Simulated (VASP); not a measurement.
Here is a VASP 6.6.1 calculation.

File INCAR:

```
SYSTEM = Al15As16
PREC     = Accurate       ! precision mode
ENCUT    = 400            ! plane-wave cutoff, eV
EDIFF    = 1E-6           ! SCF threshold, eV
ISMEAR   = 0              ! smearing method
SIGMA    = 0.01           ! smearing width, eV
LREAL    = Auto         
LASPH    = .TRUE.         ! aspherical terms in the spheres
NELM     = 200            ! most SCF steps
ALGO     = Normal         ! electronic algorithm
ISIF     = 2              ! what is computed and relaxed
LWAVE    = .FALSE.        ! write WAVECAR
LCHARG   = .FALSE.        ! write CHGCAR
ISPIN    = 2              ! spin polarisation
MAGMOM   = 0 0 0 0 0 0 0 0 0 0 0 0 0 0 0 0.5 0 0 0 0 0 0 0 0 0 0 0 0 0.5 0.5 0.5 ! initial moments
LORBIT   = 11             ! projections on sites
GGA      = PE             ! functional
NBANDS   = 88             ! bands
NELECT   = 128.0        
GGA_COMPAT= .FALSE.
```

Contents of KPOINTS:

```
Automatic mesh
0
Gamma
  3 3 3
  0.5 0.5 0.5
```

The input POSCAR:

```
Al15As16
1.0
    5.7279123210      5.7279123210      5.7279123210
   -5.7279123210      5.7279123210     -5.7279123210
   -5.7279123210     -5.7279123210      5.7279123210
Al As
15 16
Direct
    0.5000000000      0.4964993770     -0.0126860860
    0.7373139140      0.4964993770      0.7500000000
    0.5000000000      0.2500000000      0.2500000000
    0.7535006230      0.2408145370      0.0035006230
    0.0000000000      0.2500000000      0.7500000000
    0.5000000000     -0.0126860860      0.4964993770
    0.7535006230      0.0035006230      0.2408145370
   -0.0091854630      0.0035006230      0.0035006230
    0.2464993770     -0.0126860860      0.7500000000
    0.7373139140      0.7500000000      0.4964993770
    0.0000000000      0.7500000000      0.2500000000
    0.2464993770      0.7500000000     -0.0126860860
    0.0091854630      0.5126860860      0.5126860860
    0.2626860860      0.5126860860      0.2591854630
    0.2626860860      0.2591854630      0.5126860860
    0.7293147753     -0.0206852247     -0.0206852247
    0.7486194892      0.7500000000      0.2476843294
   -0.0023156706      0.7500000000     -0.0013805108
    0.7490648402      0.5013805108      0.5013805108
    0.0023156706      0.5009351598      0.2523156706
    0.2513805108      0.5013805108     -0.0009351598
    0.7486194892      0.2476843294      0.7500000000
    0.0023156706      0.2523156706      0.5009351598
    0.2509351598      0.2523156706      0.2523156706
    0.5000000000      0.2476843294     -0.0013805108
   -0.0023156706     -0.0013805108      0.7500000000
    0.2513805108     -0.0009351598      0.5013805108
    0.5000000000     -0.0013805108      0.2476843294
    0.2706852247      0.7500000000      0.7500000000
    0.5000000000      0.7500000000      0.5206852247
    0.5000000000      0.5206852247      0.7500000000
```

Potentials or basis: VASP PAW PBE potentials, release 64 (Al, As).

The run is started by

```sh
$ cat potpaw_PBE.64/Al/POTCAR potpaw_PBE.64/As/POTCAR > POTCAR
$ mpirun -np 1 vasp_std > vasp.out
```

Task: Estimate the largest force.

Result: 0.035 eV/Å.

Task: Predict the net moment.

Result: 0.00 μB per cell.

Forces on the atoms (eV/Å):
```
Al   0.010 -0.023  0.023
Al   0.023 -0.010  0.023
Al   0.000  0.000  0.000
Al  -0.023  0.023  0.010
Al   0.000  0.000  0.000
Al   0.010  0.023 -0.023
Al  -0.023  0.010  0.023
Al  -0.010  0.023  0.023
Al  -0.023 -0.010 -0.023
Al   0.023  0.023 -0.010
Al   0.000  0.000  0.000
Al  -0.023 -0.023 -0.010
Al  -0.010 -0.023 -0.023
Al   0.023  0.010 -0.023
Al   0.023 -0.023  0.010
As   0.001 -0.001 -0.001
As  -0.011 -0.011  0.013
As   0.011  0.011  0.013
As   0.013  0.011  0.011
As   0.011 -0.011 -0.013
As  -0.011 -0.013  0.011
As  -0.011  0.013 -0.011
As   0.011 -0.013 -0.011
As   0.013 -0.011 -0.011
As  -0.013  0.011 -0.011
As   0.011  0.013  0.011
As  -0.011  0.011 -0.013
As  -0.013 -0.011  0.011
As   0.001  0.001  0.001
As  -0.001 -0.001  0.001
As  -0.001  0.001 -0.001
```

Caveat: the cell carries a net charge on a neutralising background, which shifts energy and pressure.
